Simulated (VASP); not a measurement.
# Li2Se (Fm-3m) in VASP: further runs

Li2Se is run at these levels: PBEsol; tasks: single point.

All numbers are computed with VASP 6.6.1; they aren't measurements. Logs are shortened: lines on timing, memory, paths and dates and some standing lists are left out, and cuts for length are marked.

### 1 The cell of the first run

Symmetry: Fm-3m, No. 225, cubic system. Conventional cell: a = 5.454 Å, b = 5.454 Å, c = 5.454 Å, α = 90.00°, β = 90.00°, γ = 90.00°. Within 3.1 Å of Li (site symmetry -43m) lie 4 Se at 2.36 Å and 6 Li at 2.73 Å. Se (site symmetry m-3m) has 8 Li at 2.36 Å within 3.1 Å.

### 2 Single point, PBEsol

File INCAR:

```
SYSTEM = Li2Se
ALGO     = Normal         ! electronic algorithm
EDIFF    = 1E-6           ! SCF threshold, eV
ENCUT    = 750            ! plane-wave cutoff, eV
GGA      = PS             ! functional
GGA_COMPAT= .FALSE.      
ISIF     = 2              ! what is computed and relaxed
ISMEAR   = 0              ! smearing method
LASPH    = .TRUE.         ! aspherical terms in the spheres
LCHARG   = .FALSE.        ! write CHGCAR
LREAL    = .FALSE.        ! projectors in reciprocal space
LWAVE    = .FALSE.        ! write WAVECAR
NBANDS   = 13             ! bands
NELM     = 120            ! most SCF steps
PREC     = Accurate       ! precision mode
SIGMA    = 0.01           ! smearing width, eV
```

File KPOINTS:

```
k-points
0
G
  8 8 8
  0 0 0
```

File POSCAR:

```
Li2Se
1.0
    2.7271754223      2.7271754223      0.0000000000
   -2.7271754223      2.7271754223      0.0000000000
    0.0000000000      2.7271754223      2.7271754223
Li Se
2 1
Direct
    0.2500000000      0.7500000000      0.5000000000
    0.7500000000      0.2500000000      0.5000000000
    0.0000000000      0.0000000000      0.0000000000
```

Potentials or basis: VASP PAW PBE potentials, release 64 (Li_sv, Se).

Run with:

```
> cat potpaw_PBE.64/Li_sv/POTCAR potpaw_PBE.64/Se/POTCAR > POTCAR
> mpirun -np 1 vasp_std > vasp.out
```

OUTCAR:

```text
SYSTEM = Li2Se
   EDIFF = 1E-6
   ENCUT = 750
   GGA = PS
   ISIF = 2
   ISMEAR = 0
   LASPH = .TRUE.
   LREAL = .FALSE.
   NELM = 120
   PREC = Accurate

 ion  position               nearest neighbor table
   1  0.250  0.750  0.500-   3 2.36   3 2.36   3 2.36   3 2.36
   2  0.750  0.250  0.500-   3 2.36   3 2.36   3 2.36   3 2.36
   3  0.000  0.000  0.000-   2 2.36   1 2.36   1 2.36   2 2.36   1 2.36   2 2.36   2 2.36   1 2.36

  LATTYP: Found a face centered cubic cell.
 ALAT       =     5.4543508446

  Lattice vectors:

 A1 = (   0.0000000000,   2.7271754223,   2.7271754223)
 A2 = (   2.7271754223,   0.0000000000,   2.7271754223)
 A3 = (   2.7271754223,   2.7271754223,   0.0000000000)

Analysis of symmetry for initial positions (statically):
=====================================================================
 Subroutine PRICEL returns:
 Original cell was already a primitive cell.

 Routine SETGRP: Setting up the symmetry group for a
 face centered cubic supercell.

 Subroutine GETGRP returns: Found 48 space group operations
 (whereof 48 operations were pure point group operations)
 out of a pool of 48 trial point group operations.

The static configuration has the point symmetry O_h .

Analysis of symmetry for dynamics (positions and initial velocities):
=====================================================================
 Subroutine PRICEL returns:
 Original cell was already a primitive cell.

 Routine SETGRP: Setting up the symmetry group for a
 face centered cubic supercell.

 Subroutine GETGRP returns: Found 48 space group operations
 (whereof 48 operations were pure point group operations)
 out of a pool of 48 trial point group operations.

The dynamic configuration has the point symmetry O_h .

 Subroutine INISYM returns: Found 48 space group operations
 (whereof 48 operations are pure point group operations),
 and found     1 'primitive' translations

----------------------------------------------------------------------------------------

                                     Primitive cell

  volume of cell :      40.5667

  direct lattice vectors                    reciprocal lattice vectors
     2.727175422  2.727175422  0.000000000     0.183339875  0.183339875 -0.183339875
    -2.727175422  2.727175422  0.000000000    -0.183339875  0.183339875 -0.183339875
     0.000000000  2.727175422  2.727175422     0.000000000  0.000000000  0.366679749

  length of vectors
     3.856808469  3.856808469  3.856808469     0.317553978  0.317553978  0.366679749

  position of ions in fractional coordinates (direct lattice)
     0.250000000  0.750000000  0.500000000
     0.750000000  0.250000000  0.500000000
     0.000000000  0.000000000  0.000000000

  ion indices of the primitive-cell ions
   primitive index   ion index
                 1           1
                 2           2
                 3           3

----------------------------------------------------------------------------------------

 KPOINTS: k-points

Automatic generation of k-mesh.
 Grid dimensions read from file:
 generate k-points for:    8    8    8

 Generating k-lattice:

  Cartesian coordinates                     Fractional coordinates (reciprocal lattice)
     0.022917484  0.022917484 -0.022917484     0.125000000  0.000000000  0.000000000
    -0.022917484  0.022917484 -0.022917484     0.000000000  0.125000000  0.000000000
     0.000000000  0.000000000  0.045834969     0.000000000  0.000000000  0.125000000

  Length of vectors
     0.039694247  0.039694247  0.045834969

  Shift w.r.t. Gamma in fractional coordinates (k-lattice)
     0.000000000  0.000000000  0.000000000

 Subroutine IBZKPT returns following result:
 ===========================================

 Found     29 irreducible k-points:

 Following reciprocal coordinates:
            Coordinates               Weight
  0.000000  0.000000  0.000000      1.000000
  0.125000  0.000000  0.000000      8.000000
  0.250000  0.000000  0.000000      8.000000
  0.375000  0.000000  0.000000      8.000000
  0.500000  0.000000  0.000000      4.000000
  0.125000  0.125000  0.000000     12.000000
[... 16 lines left out ...]
  0.375000  0.250000  0.125000     48.000000
  0.500000  0.250000  0.125000     24.000000
 [... further k-points ...]
   k-points           NKPTS =     29   k-points in BZ     NKDIM =     29   number of bands    NBANDS=     13
   number of dos      NEDOS =    301   number of ions     NIONS =      3
   total plane-waves  NPLWV =  46656
   dimension x,y,z NGX =    36 NGY =   36 NGZ =   36
   dimension x,y,z NGXF=    72 NGYF=   72 NGZF=   72
   ions per type =               2   1
   NGX,Y,Z   is equivalent  to a cutoff of  15.52, 15.52, 15.52 a.u.
   NGXF,Y,Z  is equivalent  to a cutoff of  31.04, 31.04, 31.04 a.u.
 SYSTEM =  Li2Se
   PREC   = accura    normal or accurate (medium, high low for compatibility)
   ISTART =      0    job   : 0-new  1-cont  2-samecut
   ICHARG =      2    charge: 1-file 2-atom 10-const
   ISPIN  =      1    spin polarized calculation?
   LNONCOLLINEAR =      F non collinear calculations
   LSORBIT =      F    spin-orbit coupling
   LASPH  =      T    aspherical Exc in radial PAW
   ENCUT  =  750.0 eV  55.12 Ry    7.42 a.u.   8.61  8.61  8.61*2*pi/ulx,y,z
   NELM   =    120;   NELMIN=  2; NELMDL= -5     # of ELM steps
   EDIFF  = 0.1E-05   stopping-criterion for ELM
   LREAL  =      F    real-space projection
   EDIFFG = 0.1E-04   stopping-criterion for IOM
   NSW    =      0    number of steps for IOM
   IBRION =     -1    ionic relax: 0-MD 1-quasi-New 2-CG
   NFREE  =      0    steps in history (QN), initial steepest desc. (CG)
   ISIF   =      2    stress and relaxation
   ISYM   =      2    0-nonsym 1-usesym 2-fastsym
   POTIM  = 0.5000    time-step for ionic-motion
   TEBEG  =    0.0;   TEEND  =   0.0 temperature during run
   PSTRESS=    0.0 pullay stress
   NELECT =      12.0000    total number of electrons
   NUPDOWN=      -1.0000    fix difference up-down
   EMIN   =  10.00;   EMAX   =-10.00  energy-range for DOS
   EFERMI =   0.00;   METHOD = LEGACY
   ISMEAR =     0;   SIGMA  =   0.01  broadening in eV -4-tet -1-fermi 0-gaus
   EFERMI_NEDOS =   21; number of points for ismear=-14 and -15
   IALGO  =     38    algorithm
   IMIX   =      4    mixing-type and parameters
     AMIX     =   0.40;   BMIX     =  1.00
     AMIX_MAG =   1.60;   BMIX_MAG =  1.00
  volume/ion in A,a.u.               =      13.52        91.25
  Fermi-wavevector in a.u.,A,eV,Ry     =   1.090801  2.061315 16.188847  1.189847
  Thomas-Fermi vector in A             =   2.227033
   LORBIT       =      0    0 simple, 1 ext, 2 COOP (PROOUT), +10 PAW based schemes
   GGA     = PS    functional components
   LHFCALC =     F    Hartree Fock is set to
   AEXX    =    0.0000 exact exchange contribution
   IVDW    =     0    specifies the selected vdW correction
   LEPSILON=     F    determine dielectric tensor
   LRPA    =     F    only Hartree local field effects (RPA)
 non-spin polarized calculation
 Gauss-broadening in eV      SIGMA  =   0.01
  energy-cutoff  :      750.00
  volume of cell :       40.57
 maximum number of plane-waves:      1924
 NGX is ok and might be reduce to    36
   NGX = 17   NGY = 17   NGZ = 17

 number of electron      12.0000004 magnetization

 Free energy of the ion-electron system (eV)
  ---------------------------------------------------
  ext. energy  EPLUGINS =         0.00000000
  ---------------------------------------------------
  free energy    TOTEN  =       -11.09266128 eV

  energy without entropy =      -11.09266128  energy(sigma->0) =      -11.09266128

 E-fermi :   2.9282     XC(G=0):  -9.4983

 val. band max:        2.8679460982   @ k =   0.0000   0.0000   0.0000
 cond. band min:       5.3255890905   @ k =   0.5000   0.5000   0.0000
 fundamental gap:      2.4576429923
 Fermi energy:         2.9282212789

 k-point     1 :       0.0000    0.0000    0.0000
  band No.  band energies     occupation
      1     -40.8954      2.00000
      2     -40.8151      2.00000
      3      -9.4755      2.00000
      4       2.8679      2.00000
      5       2.8679      2.00000
      6       2.8679      2.00000
      7       7.4830      0.00000
      8       8.4454      0.00000
      9       8.4454      0.00000
     10       8.4454      0.00000
     11      14.2886      0.00000
     12      14.2886      0.00000
     13      14.7383      0.00000

 k-point     2 :       0.1250    0.0000    0.0000
  band No.  band energies     occupation
      1     -40.8920      2.00000
      2     -40.8178      2.00000
      3      -9.3971      2.00000
      4       1.9486      2.00000
      5       2.7169      2.00000
      6       2.7169      2.00000
      7       7.9131      0.00000
      8       8.7604      0.00000
      9       8.7604      0.00000
     10       9.1927      0.00000
     11      12.8428      0.00000
     12      12.8428      0.00000
     13      15.0056      0.00000

 k-point     3 :       0.2500    0.0000    0.0000
  band No.  band energies     occupation
      1     -40.8824      2.00000
      2     -40.8257      2.00000
      3      -9.1918      2.00000
      4       0.4057      2.00000
      5       2.4083      2.00000
      6       2.4083      2.00000
      7       8.4327      0.00000
      8       9.1322      0.00000
      9       9.1322      0.00000
     10      10.6984      0.00000
     11      12.5085      0.00000
     12      12.5085      0.00000
     13      15.9089      0.00000
[... 305 lines left out ...]
 k-point    23 :       0.3750    0.2500    0.1250
  band No.  band energies     occupation
      1     -40.8651      2.00000
      2     -40.8404      2.00000
      3      -8.8406      2.00000
      4      -0.5130      2.00000
      5       1.0091      2.00000
      6       1.6645      2.00000
      7       8.2950      0.00000
      8       9.5184      0.00000
      9      10.7165      0.00000
     10      11.6956      0.00000
     11      13.4921      0.00000
     12      15.7624      0.00000
     13      17.5996      0.00000

 k-point    24 :       0.5000    0.2500    0.1250
  band No.  band energies     occupation
      1     -40.8525      2.00000
      2     -40.8524      2.00000
      3      -8.7528      2.00000
      4      -0.8432      2.00000
      5       1.0050      2.00000
      6       1.4303      2.00000
      7       8.3978      0.00000
      8       9.3437      0.00000
      9      11.4846      0.00000
     10      12.3299      0.00000
     11      13.4856      0.00000
     12      15.1363      0.00000
     13      17.3096      0.00000

 [... further k-points ...]
[... 5 lines left out ...]
  --------------------------------------------------------------------------------------
  -------------------------------------------------------------------------------------
  Total        3.8434665      3.8434665      3.8434665      0.0000000      0.0000000      0.0000000
  in kB      151.7974468    151.7974468    151.7974468      0.0000000      0.0000000      0.0000000
  external PRESSURE =     151.7974468 kB  Pullay stress =       0.0000000 kB

 VOLUME and BASIS-vectors are now :
 -----------------------------------------------------------------------------
  energy-cutoff  :      750.00
  volume of cell :       40.57
      direct lattice vectors                 reciprocal lattice vectors
     2.727175422  2.727175422  0.000000000     0.183339875  0.183339875 -0.183339875
    -2.727175422  2.727175422  0.000000000    -0.183339875  0.183339875 -0.183339875
     0.000000000  2.727175422  2.727175422     0.000000000  0.000000000  0.366679749

 POSITION                                       TOTAL-FORCE (eV/Angst)
 -----------------------------------------------------------------------------------
     -1.36359      4.09076      1.36359        -0.000000     -0.000000      0.000000
      1.36359      4.09076      1.36359         0.000000      0.000000     -0.000000
      0.00000      0.00000      0.00000        -0.000000     -0.000000      0.000000
 -----------------------------------------------------------------------------------
    total drift:                                0.000000      0.000000      0.000000

  FREE ENERGIE OF THE ION-ELECTRON SYSTEM (eV)
  ---------------------------------------------------
  free  energy   TOTEN  =       -11.0926612794 eV

  energy  without entropy=      -11.0926612794  energy(sigma->0) =      -11.09266128
```

Run time: 27 s. Hardware: 1 thread of Intel Xeon Platinum 8375C at 2.90GHz (Ice Lake), shared host; peak memory 0.21 GiB.

Results:

| Property | Result |
| --- | --- |
| Free energy | -11.0927 eV |
| Pressure | 15.2 GPa |
| Band gap on the k mesh | 2.46 eV, indirect (least direct gap 4.62 eV) |

Caveat: the PAW data sets were made with another functional, which shifts forces and pressure a little.

### 3 Single point, PBEsol

File INCAR:

```
PREC = Accurate
ENCUT = 750
EDIFF = 1E-6
ISMEAR = 0
SIGMA = 0.01
LREAL = False
LASPH = True
NELM = 120
ALGO = Normal
ISIF = 2
LWAVE = False
LCHARG = True
GGA = PS
LELF = True
LVHAR = True
NBANDS = 13
GGA_COMPAT = False
```

File KPOINTS:

```
regular mesh
0
Gamma
  8 8 8
```

POSCAR is that of step 2.

Potentials or basis: VASP PAW PBE potentials, release 64 (Li_sv, Se).

Run with:

```
> cat potpaw_PBE.64/Li_sv/POTCAR potpaw_PBE.64/Se/POTCAR > POTCAR
> mpirun -np 1 vasp_std > vasp.out
```

OUTCAR:

```text
PREC = Accurate
   ENCUT = 750
   EDIFF = 1E-6
   ISMEAR = 0
   LREAL = False
   LASPH = True
   NELM = 120
   ISIF = 2
   GGA = PS

 ion  position               nearest neighbor table
   1  0.250  0.750  0.500-   3 2.36   3 2.36   3 2.36   3 2.36
   2  0.750  0.250  0.500-   3 2.36   3 2.36   3 2.36   3 2.36
   3  0.000  0.000  0.000-   2 2.36   1 2.36   1 2.36   2 2.36   1 2.36   2 2.36   2 2.36   1 2.36

  LATTYP: Found a face centered cubic cell.
 ALAT       =     5.4543508446

  Lattice vectors:

 A1 = (   0.0000000000,   2.7271754223,   2.7271754223)
 A2 = (   2.7271754223,   0.0000000000,   2.7271754223)
 A3 = (   2.7271754223,   2.7271754223,   0.0000000000)

Analysis of symmetry for initial positions (statically):
=====================================================================
 Subroutine PRICEL returns:
 Original cell was already a primitive cell.

 Routine SETGRP: Setting up the symmetry group for a
 face centered cubic supercell.

 Subroutine GETGRP returns: Found 48 space group operations
 (whereof 48 operations were pure point group operations)
 out of a pool of 48 trial point group operations.

The static configuration has the point symmetry O_h .

Analysis of symmetry for dynamics (positions and initial velocities):
=====================================================================
 Subroutine PRICEL returns:
 Original cell was already a primitive cell.

 Routine SETGRP: Setting up the symmetry group for a
 face centered cubic supercell.

 Subroutine GETGRP returns: Found 48 space group operations
 (whereof 48 operations were pure point group operations)
 out of a pool of 48 trial point group operations.

The dynamic configuration has the point symmetry O_h .

 Subroutine INISYM returns: Found 48 space group operations
 (whereof 48 operations are pure point group operations),
 and found     1 'primitive' translations

----------------------------------------------------------------------------------------
[... 120 lines left out ...]
   GGA     = PS    functional components
   LHFCALC =     F    Hartree Fock is set to
   AEXX    =    0.0000 exact exchange contribution
   IVDW    =     0    specifies the selected vdW correction
   LEPSILON=     F    determine dielectric tensor
   LRPA    =     F    only Hartree local field effects (RPA)
 non-spin polarized calculation
 Gauss-broadening in eV      SIGMA  =   0.01
  energy-cutoff  :      750.00
  volume of cell :       40.57
 maximum number of plane-waves:      1924
 NGX is ok and might be reduce to    36
   NGX = 17   NGY = 17   NGZ = 17

 number of electron      12.0000004 magnetization

 Free energy of the ion-electron system (eV)
  ---------------------------------------------------
  ext. energy  EPLUGINS =         0.00000000
  ---------------------------------------------------
  free energy    TOTEN  =       -11.09266128 eV

  energy without entropy =      -11.09266128  energy(sigma->0) =      -11.09266128

 E-fermi :   2.9282     XC(G=0):  -9.4983

 val. band max:        2.8679460982   @ k =   0.0000   0.0000   0.0000
 cond. band min:       5.3255890905   @ k =   0.5000   0.5000   0.0000
 fundamental gap:      2.4576429923
 Fermi energy:         2.9282212789

 k-point     1 :       0.0000    0.0000    0.0000
  band No.  band energies     occupation
      1     -40.8954      2.00000
      2     -40.8151      2.00000
      3      -9.4755      2.00000
      4       2.8679      2.00000
      5       2.8679      2.00000
      6       2.8679      2.00000
      7       7.4830      0.00000
      8       8.4454      0.00000
      9       8.4454      0.00000
     10       8.4454      0.00000
     11      14.2886      0.00000
     12      14.2886      0.00000
     13      14.7383      0.00000
[... 354 lines left out ...]
  band No.  band energies     occupation
      1     -40.8525      2.00000
      2     -40.8524      2.00000
      3      -8.7528      2.00000
      4      -0.8432      2.00000
      5       1.0050      2.00000
      6       1.4303      2.00000
      7       8.3978      0.00000
      8       9.3437      0.00000
      9      11.4846      0.00000
     10      12.3299      0.00000
     11      13.4856      0.00000
     12      15.1363      0.00000
     13      17.3096      0.00000

 [... further k-points ...]
[... 5 lines left out ...]
  --------------------------------------------------------------------------------------
  -------------------------------------------------------------------------------------
  Total        3.8434665      3.8434665      3.8434665      0.0000000      0.0000000      0.0000000
  in kB      151.7974468    151.7974468    151.7974468      0.0000000      0.0000000      0.0000000
  external PRESSURE =     151.7974468 kB  Pullay stress =       0.0000000 kB

 VOLUME and BASIS-vectors are now :
 -----------------------------------------------------------------------------
  energy-cutoff  :      750.00
  volume of cell :       40.57
      direct lattice vectors                 reciprocal lattice vectors
     2.727175422  2.727175422  0.000000000     0.183339875  0.183339875 -0.183339875
    -2.727175422  2.727175422  0.000000000    -0.183339875  0.183339875 -0.183339875
     0.000000000  2.727175422  2.727175422     0.000000000  0.000000000  0.366679749

 POSITION                                       TOTAL-FORCE (eV/Angst)
 -----------------------------------------------------------------------------------
     -1.36359      4.09076      1.36359        -0.000000     -0.000000      0.000000
      1.36359      4.09076      1.36359         0.000000      0.000000     -0.000000
      0.00000      0.00000      0.00000        -0.000000     -0.000000      0.000000
 -----------------------------------------------------------------------------------
    total drift:                                0.000000      0.000000      0.000000

  FREE ENERGIE OF THE ION-ELECTRON SYSTEM (eV)
  ---------------------------------------------------
  free  energy   TOTEN  =       -11.0926612794 eV

  energy  without entropy=      -11.0926612794  energy(sigma->0) =      -11.09266128
```

It took 38 s on 1 thread of Intel Xeon Platinum 8375C at 2.90GHz (Ice Lake), shared host; peak memory 0.21 GiB.

What came out:

```yaml
Free_energy: -11.0927 eV
Pressure: 15.2 GPa
Band_gap_on_the_k_mesh: 2.46 eV, indirect (least direct gap 4.62 eV)
```

Levels at points of the mesh, in eV from the valence-band top:
```tsv
k point	band 3	band 4	band 5	band 6	band 7	band 8	band 9	band 10
(0.00, 0.00, 0.00)	-12.34	0.00	0.00	0.00	4.62	5.58	5.58	5.58
(0.50, 0.00, 0.00)	-11.72	-4.08	-0.81	-0.81	5.91	5.91	6.31	8.99
(0.50, 0.50, 0.00)	-11.54	-3.05	-2.18	-2.18	2.46	6.88	12.28	12.28
```

Caveat: the PAW data sets were made with another functional, which shifts forces and pressure a little.
